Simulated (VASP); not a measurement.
# MgO (P6_3mc) in VASP: further runs

Runs on MgO. Level: LDA. Tasks: single point.

All numbers are computed with VASP 6.6.1; they aren't measurements. Logs are shortened: lines on timing, memory, paths and dates and some standing lists are left out, and cuts for length are marked.

**1. The cell of the first run**

The structure is hexagonal, space group P6_3mc (No. 186). The conventional cell has a = 3.252 Å, b = 3.252 Å, c = 4.898 Å, α = 90.00°, β = 90.00°, γ = 120.00°. Within 2.6 Å of Mg (site symmetry 3m) lie 4 O at 1.94 to 1.96 Å. O (site symmetry 3m) has 4 Mg at 1.94 to 1.96 Å within 2.6 Å.

**2. Single point, LDA**

File INCAR:

```
ALGO = Normal
EDIFF = 1E-7
ENCUT = 520
ISIF = 2
ISMEAR = 0
LASPH = T
LCHARG = F
LREAL = F
LWAVE = F
NBANDS = 16
NELM = 100
PREC = Accurate
SIGMA = 0.01
```

File KPOINTS:

```
k-points
0
Gamma
  7 7 4
```

File POSCAR:

```
MgO
1.0
    3.2517119807      0.0000000000      0.0000000000
   -1.6258554988      2.8160656015      0.0000000000
    0.0000000000      0.0000000000      4.8984100541
Mg O
2 2
Direct
    0.3333333333      0.6666666667      0.0021600000
    0.6666666667      0.3333333333      0.5021600000
    0.3333333333      0.6666666667      0.4024400000
    0.6666666667      0.3333333333      0.9024400000
```

Potentials or basis: VASP PAW LDA potentials, release 64 (Mg, O).

On the command line:

```sh
> cat potpaw_LDA.64/Mg/POTCAR potpaw_LDA.64/O/POTCAR > POTCAR
> mpirun -np 1 vasp_std > vasp.out
```

OUTCAR:

```text
EDIFF = 1E-7
   ENCUT = 520
   ISIF = 2
   ISMEAR = 0
   LASPH = T
   LREAL = F
   NELM = 100
   PREC = Accurate

 ion  position               nearest neighbor table
   1  0.333  0.667  0.002-   4 1.94   4 1.94   4 1.94   3 1.96   2 3.09   2 3.09   2 3.09   2 3.09
                             2 3.09   2 3.09
   2  0.667  0.333  0.502-   3 1.94   3 1.94   3 1.94   4 1.96   1 3.09   1 3.09   1 3.09   1 3.09
                             1 3.09   1 3.09
   3  0.333  0.667  0.402-   2 1.94   2 1.94   2 1.94   1 1.96
   4  0.667  0.333  0.902-   1 1.94   1 1.94   1 1.94   2 1.96

  LATTYP: Found a hexagonal cell.
 ALAT       =     3.2517119807
 C/A-ratio  =     1.5064095723

  Lattice vectors:

 A1 = (   3.2517119807,   0.0000000000,   0.0000000000)
 A2 = (  -1.6258554988,   2.8160656015,   0.0000000000)
 A3 = (   0.0000000000,   0.0000000000,   4.8984100541)

Analysis of symmetry for initial positions (statically):
=====================================================================
 Subroutine PRICEL returns:
 Original cell was already a primitive cell.

 Routine SETGRP: Setting up the symmetry group for a
 hexagonal supercell.

 Subroutine GETGRP returns: Found 12 space group operations
 (whereof  6 operations were pure point group operations)
 out of a pool of 24 trial point group operations.

The static configuration has the point symmetry C_3v.
 The point group associated with its full space group is C_6v.

Analysis of symmetry for dynamics (positions and initial velocities):
=====================================================================
 Subroutine PRICEL returns:
 Original cell was already a primitive cell.

 Routine SETGRP: Setting up the symmetry group for a
 hexagonal supercell.

 Subroutine GETGRP returns: Found 12 space group operations
 (whereof  6 operations were pure point group operations)
 out of a pool of 24 trial point group operations.

The dynamic configuration has the point symmetry C_3v.
 The point group associated with its full space group is C_6v.

 Subroutine INISYM returns: Found 12 space group operations
 (whereof  6 operations are pure point group operations),
 and found     1 'primitive' translations

----------------------------------------------------------------------------------------

                                     Primitive cell

  volume of cell :      44.8549

  direct lattice vectors                    reciprocal lattice vectors
     3.251711981  0.000000000  0.000000000     0.307530312  0.177552628  0.000000000
    -1.625855499  2.816065602  0.000000000     0.000000000  0.355105364  0.000000000
     0.000000000  0.000000000  4.898410054     0.000000000  0.000000000  0.204147874

  length of vectors
     3.251711981  3.251712099  4.898410054     0.355105377  0.355105364  0.204147874

  position of ions in fractional coordinates (direct lattice)
     0.333333333  0.666666667  0.002160000
     0.666666667  0.333333333  0.502160000
     0.333333333  0.666666667  0.402440000
     0.666666667  0.333333333  0.902440000

  ion indices of the primitive-cell ions
   primitive index   ion index
                 1           1
                 2           2
                 3           3
                 4           4

----------------------------------------------------------------------------------------

 KPOINTS: k-points

Automatic generation of k-mesh.
 Grid dimensions read from file:
 generate k-points for:    7    7    4

 Generating k-lattice:

  Cartesian coordinates                     Fractional coordinates (reciprocal lattice)
     0.043932902  0.025364661  0.000000000     0.142857143  0.000000000  0.000000000
     0.000000000  0.050729338  0.000000000     0.000000000  0.142857143  0.000000000
     0.000000000  0.000000000  0.051036969     0.000000000  0.000000000  0.250000000

  Length of vectors
     0.050729340  0.050729338  0.051036969

  Shift w.r.t. Gamma in fractional coordinates (k-lattice)
     0.000000000  0.000000000  0.000000000

 Subroutine IBZKPT returns following result:
 ===========================================

 Found     24 irreducible k-points:

 Following reciprocal coordinates:
            Coordinates               Weight
  0.000000  0.000000  0.000000      1.000000
  0.142857 -0.000000  0.000000      6.000000
  0.285714 -0.000000  0.000000      6.000000
  0.428571 -0.000000  0.000000      6.000000
  0.142857  0.142857  0.000000      6.000000
  0.285714  0.142857  0.000000     12.000000
[... 16 lines left out ...]
  0.428571  0.142857  0.500000      6.000000
  0.285714  0.285714  0.500000      6.000000
   k-points           NKPTS =     24   k-points in BZ     NKDIM =     24   number of bands    NBANDS=     16
   number of dos      NEDOS =    301   number of ions     NIONS =      4
   total plane-waves  NPLWV =  20736
   dimension x,y,z NGX =    24 NGY =   24 NGZ =   36
   dimension x,y,z NGXF=    48 NGYF=   48 NGZF=   72
   ions per type =               2   2
   NGX,Y,Z   is equivalent  to a cutoff of  12.27, 12.27, 12.22 a.u.
   NGXF,Y,Z  is equivalent  to a cutoff of  24.54, 24.54, 24.44 a.u.
 SYSTEM =  unknown system
   PREC   = accura    normal or accurate (medium, high low for compatibility)
   ISTART =      0    job   : 0-new  1-cont  2-samecut
   ICHARG =      2    charge: 1-file 2-atom 10-const
   ISPIN  =      1    spin polarized calculation?
   LNONCOLLINEAR =      F non collinear calculations
   LSORBIT =      F    spin-orbit coupling
   LASPH  =      T    aspherical Exc in radial PAW
   ENCUT  =  520.0 eV  38.22 Ry    6.18 a.u.   6.05  6.05  9.11*2*pi/ulx,y,z
   NELM   =    100;   NELMIN=  2; NELMDL= -5     # of ELM steps
   EDIFF  = 0.1E-06   stopping-criterion for ELM
   LREAL  =      F    real-space projection
   EDIFFG = 0.1E-05   stopping-criterion for IOM
   NSW    =      0    number of steps for IOM
   IBRION =     -1    ionic relax: 0-MD 1-quasi-New 2-CG
   NFREE  =      0    steps in history (QN), initial steepest desc. (CG)
   ISIF   =      2    stress and relaxation
   ISYM   =      2    0-nonsym 1-usesym 2-fastsym
   POTIM  = 0.5000    time-step for ionic-motion
   TEBEG  =    0.0;   TEEND  =   0.0 temperature during run
   PSTRESS=    0.0 pullay stress
   NELECT =      16.0000    total number of electrons
   NUPDOWN=      -1.0000    fix difference up-down
   EMIN   =  10.00;   EMAX   =-10.00  energy-range for DOS
   EFERMI =   0.00;   METHOD = LEGACY
   ISMEAR =     0;   SIGMA  =   0.01  broadening in eV -4-tet -1-fermi 0-gaus
   EFERMI_NEDOS =   21; number of points for ismear=-14 and -15
   IALGO  =     38    algorithm
   IMIX   =      4    mixing-type and parameters
     AMIX     =   0.40;   BMIX     =  1.00
     AMIX_MAG =   1.60;   BMIX_MAG =  1.00
  volume/ion in A,a.u.               =      11.21        75.67
  Fermi-wavevector in a.u.,A,eV,Ry     =   1.161034  2.194036 18.340644  1.347999
  Thomas-Fermi vector in A             =   2.297610
   LORBIT       =      0    0 simple, 1 ext, 2 COOP (PROOUT), +10 PAW based schemes
   GGA     = CA    functional components
   LHFCALC =     F    Hartree Fock is set to
   AEXX    =    0.0000 exact exchange contribution
   IVDW    =     0    specifies the selected vdW correction
   LEPSILON=     F    determine dielectric tensor
   LRPA    =     F    only Hartree local field effects (RPA)
 non-spin polarized calculation
 Gauss-broadening in eV      SIGMA  =   0.01
  energy-cutoff  :      520.00
  volume of cell :       44.85
 maximum number of plane-waves:      1222
   NGX = 13   NGY = 13   NGZ = 19

 number of electron      16.0000012 magnetization

 Free energy of the ion-electron system (eV)
  ---------------------------------------------------
  ext. energy  EPLUGINS =         0.00000000
  ---------------------------------------------------
  free energy    TOTEN  =       -26.25918743 eV

  energy without entropy =      -26.25918743  energy(sigma->0) =      -26.25918743

 E-fermi :   1.1875     XC(G=0): -10.4986

 val. band max:        1.1185951504   @ k =   0.0000   0.0000   0.0000
 cond. band min:       4.7631722925   @ k =   0.0000   0.0000   0.0000
 fundamental gap:      3.6445771420
 Fermi energy:         1.1875232089

 k-point     1 :       0.0000    0.0000    0.0000
  band No.  band energies     occupation
      1     -15.0411      2.00000
      2     -14.0878      2.00000
      3      -2.3967      2.00000
      4       0.2866      2.00000
      5       0.2866      2.00000
      6       0.6426      2.00000
[... 8 lines left out ...]
     15      17.8084      0.00000
     16      17.8084      0.00000

 k-point     2 :       0.1429   -0.0000    0.0000
  band No.  band energies     occupation
      1     -14.9249      2.00000
      2     -14.0502      2.00000
      3      -2.1902      2.00000
      4      -0.2466      2.00000
      5       0.0937      2.00000
      6       0.1516      2.00000
[... 8 lines left out ...]
     15      17.1445      0.00000
     16      17.3259      0.00000

 k-point     3 :       0.2857   -0.0000    0.0000
  band No.  band energies     occupation
      1     -14.6342      2.00000
      2     -13.9832      2.00000
      3      -1.6447      2.00000
      4      -1.3521      2.00000
      5      -0.6419      2.00000
      6      -0.0882      2.00000
[... 8 lines left out ...]
     15      16.0567      0.00000
     16      16.7612      0.00000

 k-point     4 :       0.4286   -0.0000    0.0000
  band No.  band energies     occupation
      1     -14.3382      2.00000
      2     -13.9788      2.00000
      3      -2.1074      2.00000
      4      -1.1619      2.00000
      5      -0.9094      2.00000
      6      -0.2511      2.00000
[... 8 lines left out ...]
     15      15.6326      0.00000
     16      17.2728      0.00000

 k-point     5 :       0.1429    0.1429    0.0000
  band No.  band energies     occupation
      1     -14.7207      2.00000
      2     -13.9980      2.00000
      3      -1.8080      2.00000
      4      -0.9450      2.00000
      5      -0.6202      2.00000
      6       0.0999      2.00000
[... 8 lines left out ...]
     15      15.8856      0.00000
     16      17.0575      0.00000

 k-point     6 :       0.2857    0.1429    0.0000
  band No.  band energies     occupation
      1     -14.4190      2.00000
      2     -13.9676      2.00000
      3      -1.7651      2.00000
      4      -1.2067      2.00000
      5      -0.9459      2.00000
      6      -0.3038      2.00000
[... 8 lines left out ...]
     15      15.5512      0.00000
     16      17.3008      0.00000
[... 267 lines left out ...]
 k-point    21 :       0.1429    0.1429    0.5000
  band No.  band energies     occupation
      1     -14.3659      2.00000
      2     -14.3659      2.00000
      3      -1.5304      2.00000
      4      -1.5304      2.00000
      5       0.0929      2.00000
      6       0.0929      2.00000
[... 8 lines left out ...]
     15      16.3878      0.00000
     16      16.3878      0.00000

 k-point    22 :       0.2857    0.1429    0.5000
  band No.  band energies     occupation
      1     -14.1870      2.00000
      2     -14.1870      2.00000
      3      -1.9288      2.00000
      4      -1.9288      2.00000
      5      -0.2514      2.00000
      6      -0.2514      2.00000
[... 8 lines left out ...]
     15      16.6307      0.00000
     16      16.6307      0.00000

 k-point    23 :       0.4286    0.1429    0.5000
  band No.  band energies     occupation
      1     -14.1047      2.00000
      2     -14.1047      2.00000
      3      -2.0987      2.00000
      4      -2.0987      2.00000
      5      -0.4090      2.00000
      6      -0.4090      2.00000
[... 8 lines left out ...]
     15      16.7064      0.00000
     16      16.7064      0.00000

 k-point    24 :       0.2857    0.2857    0.5000
  band No.  band energies     occupation
      1     -14.0860      2.00000
      2     -14.0860      2.00000
      3      -1.8219      2.00000
      4      -1.8219      2.00000
      5      -0.9262      2.00000
      6      -0.9262      2.00000
[... 8 lines left out ...]
     15      17.0412      0.00000
     16      17.0412      0.00000

------------------------ aborting loop because EDIFF is reached ----------------------------------------

  FORCE on cell =-STRESS in cart. coord.  units (eV):
  Direction    XX          YY          ZZ          XY          YZ          ZX
  --------------------------------------------------------------------------------------
  -------------------------------------------------------------------------------------
  Total        0.3734216      0.3734217      0.2493769      0.0000001      0.0000000      0.0000000
  in kB       13.3382872     13.3382912      8.9075214      0.0000023      0.0000000      0.0000000
  external PRESSURE =      11.8613666 kB  Pullay stress =       0.0000000 kB

 VOLUME and BASIS-vectors are now :
 -----------------------------------------------------------------------------
  energy-cutoff  :      520.00
  volume of cell :       44.85
      direct lattice vectors                 reciprocal lattice vectors
     3.251711981  0.000000000  0.000000000     0.307530312  0.177552628  0.000000000
    -1.625855499  2.816065602  0.000000000     0.000000000  0.355105364  0.000000000
     0.000000000  0.000000000  4.898410054     0.000000000  0.000000000  0.204147874

 POSITION                                       TOTAL-FORCE (eV/Angst)
 -----------------------------------------------------------------------------------
      0.00000      1.87738      0.01058         0.000000      0.000000     -0.007693
      1.62586      0.93869      2.45979         0.000000     -0.000000     -0.007693
      0.00000      1.87738      1.97132        -0.000000      0.000000      0.007693
      1.62586      0.93869      4.42052        -0.000000     -0.000000      0.007693
 -----------------------------------------------------------------------------------
    total drift:                               -0.000000      0.000000     -0.000494

  FREE ENERGIE OF THE ION-ELECTRON SYSTEM (eV)
  ---------------------------------------------------
  free  energy   TOTEN  =       -26.2591874272 eV

  energy  without entropy=      -26.2591874272  energy(sigma->0) =      -26.25918743
```

Run time: 22 s. Hardware: 1 thread of AMD EPYC 7R43 (Zen 3), shared host; peak memory 0.1 GiB.

Results:

```yaml
Free_energy: -26.2592 eV
Pressure: 1.2 GPa
Largest_force: 0.008 eV/Å
Band_gap_on_the_k_mesh: 3.64 eV, direct
```

Forces in eV/Å, atoms in the order of the input:
```
Mg   0.000  0.000 -0.008
Mg   0.000  0.000 -0.008
O    0.000  0.000  0.008
O    0.000  0.000  0.008
```

Stress tensor (GPa, compression positive):
```
1.33 0.00 0.00
0.00 1.33 0.00
0.00 0.00 0.89
```

Levels at points of the mesh, in eV from the valence-band top:
| k point | band 5 | band 6 | band 7 | band 8 | band 9 | band 10 | band 11 | band 12 |
| --- | --- | --- | --- | --- | --- | --- | --- | --- |
| (0.00, 0.00, 0.00) | -0.83 | -0.48 | -0.48 | 0.00 | 3.64 | 8.70 | 10.57 | 14.18 |
| (0.00, 0.00, 0.50) | -0.66 | -0.66 | -0.66 | -0.66 | 6.19 | 6.19 | 13.41 | 13.41 |

Expect the measured gap to be larger: semilocal functionals such as LDA lack the derivative discontinuity.

**3. Single point, LDA**

This run uses another cell than the first one, of 11.57 Å³/atom, 1.032 times its volume.

File INCAR:

```
SYSTEM = MgO
PREC = Accurate
ENCUT = 520
EDIFF = 1E-6
ISMEAR = 0
SIGMA = 0.01
LREAL = .FALSE.
LASPH = .TRUE.
NELM = 60
ALGO = Normal
ISIF = 2
LWAVE = .FALSE.
LCHARG = .FALSE.
NBANDS = 16
```

File KPOINTS:

```
regular mesh
0
G
  7 7 4
  0 0 0
```

File POSCAR:

```
MgO
1.0
    3.2855864183      0.0000000000      0.0000000000
   -1.6427927125      2.8454017294      0.0000000000
    0.0000000000      0.0000000000      4.9494388313
Mg O
2 2
Direct
    0.3333333333      0.6666666667      0.0021600000
    0.6666666667      0.3333333333      0.5021600000
    0.3333333333      0.6666666667      0.4024400000
    0.6666666667      0.3333333333      0.9024400000
```

Potentials or basis: VASP PAW LDA potentials, release 64 (Mg, O).

On the command line:

```sh
> cat potpaw_LDA.64/Mg/POTCAR potpaw_LDA.64/O/POTCAR > POTCAR
> mpirun -np 1 vasp_std > vasp.out
```

It took 24 s on 1 thread of AMD EPYC 7R43 (Zen 3), shared host; peak memory 0.11 GiB.

It converged, with:

| Quantity | Value |
| --- | --- |
| Free energy | -26.2522 eV |
| Pressure | -3.0 GPa |
| Largest force | 0.027 eV/Å |
| Band gap on the k mesh | 3.47 eV, direct |

Forces on the atoms (eV/Å):
```
Mg   0.000  0.000  0.027
Mg   0.000  0.000  0.027
O    0.000  0.000 -0.027
O    0.000  0.000 -0.027
```

Stress tensor (GPa, compression positive):
```
-3.06  0.00  0.00
 0.00 -3.06  0.00
 0.00  0.00 -2.78
```

Levels at points of the mesh, in eV from the valence-band top:
```tsv
k point	band 5	band 6	band 7	band 8	band 9	band 10	band 11	band 12
(0.00, 0.00, 0.00)	-0.81	-0.46	-0.46	0.00	3.47	8.46	10.32	13.96
(0.00, 0.00, 0.50)	-0.64	-0.64	-0.64	-0.64	5.99	5.99	13.14	13.14
```

**4. Single point, LDA**

This run uses another cell than the first one, of 11.92 Å³/atom, 1.063 times its volume.

File INCAR:

```
PREC     = Accurate       # precision mode
ENCUT    = 520            # plane-wave cutoff, eV
EDIFF    = 1E-7           # SCF threshold, eV
ISMEAR   = 0              # smearing method
SIGMA    = 0.01           # smearing width, eV
LREAL    = F              # projectors in reciprocal space
LASPH    = T              # aspherical terms in the spheres
NELM     = 80             # most SCF steps
ALGO     = Normal         # electronic algorithm
ISIF     = 2              # what is computed and relaxed
LWAVE    = F              # write WAVECAR
LCHARG   = F              # write CHGCAR
NBANDS   = 16             # bands
```

File KPOINTS:

```
regular mesh
0
Gamma
  7 7 4
```

File POSCAR:

```
MgO
1.0
    3.3187764063      0.0000000000      0.0000000000
   -1.6593877015      2.8741451065      0.0000000000
    0.0000000000      0.0000000000      4.9994365469
Mg O
2 2
Direct
    0.3333333333      0.6666666667      0.0021600000
    0.6666666667      0.3333333333      0.5021600000
    0.3333333333      0.6666666667      0.4024400000
    0.6666666667      0.3333333333      0.9024400000
```

On the command line:

```sh
> cat potpaw_LDA.64/Mg/POTCAR potpaw_LDA.64/O/POTCAR > POTCAR
> mpirun -np 1 vasp_std > vasp.out
```

Run time: 25 s. Hardware: 1 thread of AMD EPYC 7R43 (Zen 3), shared host; peak memory 0.12 GiB.

The run converged. Its results:

```yaml
Free_energy: -26.2112 eV
Pressure: -6.5 GPa
Largest_force: 0.058 eV/Å
Band_gap_on_the_k_mesh: 3.30 eV, direct
```

Forces on the atoms (eV/Å):
```
Mg   0.000  0.000  0.058
Mg   0.000  0.000  0.058
O    0.000  0.000 -0.058
O    0.000  0.000 -0.058
```

Stress tensor (GPa, compression positive):
```
-6.81  0.00  0.00
 0.00 -6.81  0.00
 0.00  0.00 -5.91
```

Levels at points of the mesh, in eV from the valence-band top:
```
           k point  band 6  band 7  band 8  band 9  band 10  band 11
(0.00, 0.00, 0.00)   -0.45   -0.45    0.00    3.30     8.24    10.08
(0.00, 0.00, 0.50)   -0.62   -0.62   -0.62    5.80     5.80    12.88
```

[end of part 1 of 2]
